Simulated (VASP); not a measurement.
# LiH: relaxation of cell and atoms with PBE

Crystal: LiH.

```
Li H
1.0
     1.37865   -2.74661    0.00000
     1.37865    2.74661    0.00000
     0.00000    0.00000    2.63855
Li H
1 1
Cartesian
  1.3787 0.0000 1.3193
  0.0000 0.0000 0.0000
```

The cell was generated, and may not be a known phase.

```json
{
 "Program": "VASP 6.6.1",
 "Task": "relaxation of cell and atoms",
 "Functional": "PBE",
 "Potentials or basis": "VASP PAW PBE potentials, release 64 (Li_sv, H)",
 "Cutoff": "600 eV",
 "k mesh": "14 × 14 × 14",
 "Occupations": "gaussian, width 0.01 eV",
 "Spin": "no spin polarisation",
 "Dipole correction": "no",
 "Further INCAR settings": "ALGO = Normal; EDIFF = 1e-06; IBRION = 2; EDIFFG = -0.01; NSW = 100; ISIF = 3"
}
```

* Relaxed volume: 9.94 Å³/atom
* Relaxed cell: a = 3.067 Å, b = 3.067 Å, c = 2.635 Å, α = 90.00°, β = 90.00°, γ = 126.66°
* Space group after relaxing (to 0.1 Å): Cmmm (No. 65)
* Energy gained by relaxing: 0.0 meV/atom
* Ionic steps: 3
* Pressure after relaxing: 0.0 GPa
* Band gap on the k mesh: 0.06 eV (least direct gap 2.96 eV)

Stress tensor (GPa, compression positive):
```
 0.06  0.00  0.00
 0.00 -0.16  0.00
 0.00  0.00  0.02
```

Final structure:
```xyz
2
Lattice="1.3766 -2.7409 0.0000 1.3766 2.7409 0.0000 0.0000 0.0000 2.6349" Properties=species:S:1:pos:R:3 pbc="T T T"
Li    1.3766    0.0000    1.3174
H     0.0000    0.0000    0.0000
```

Levels at points of the mesh, in eV from the valence-band top:
```tsv
k point	band 1	band 2	band 3	band 4	band 5
(0.00, 0.00, 0.00)	-45.61	-5.70	9.78	11.97	13.24
(0.50, 0.00, 0.00)	-45.58	-3.44	3.65	7.93	12.12
(0.50, 0.50, 0.00)	-45.60	-2.90	0.06	11.62	15.14
(0.00, 0.00, 0.50)	-45.58	-3.86	2.97	13.95	15.70
(0.50, 0.00, 0.50)	-45.55	-0.19	4.46	4.59	10.59
(0.50, 0.50, 0.50)	-45.57	-1.83	4.78	6.19	8.20
```

Run time: 110 s on 1 thread of Intel(R) Xeon(R) Platinum 8259CL CPU @ 2.50GHz (Skylake/Cascade Lake), with other jobs on the host, peak memory 0.19 GiB.

Caveat: the cutoff is under 1.25 times the usual one of these potentials, so pressure, stress and relaxed cells hold a basis-set (Pulay) error. A k mesh can miss the band edges.
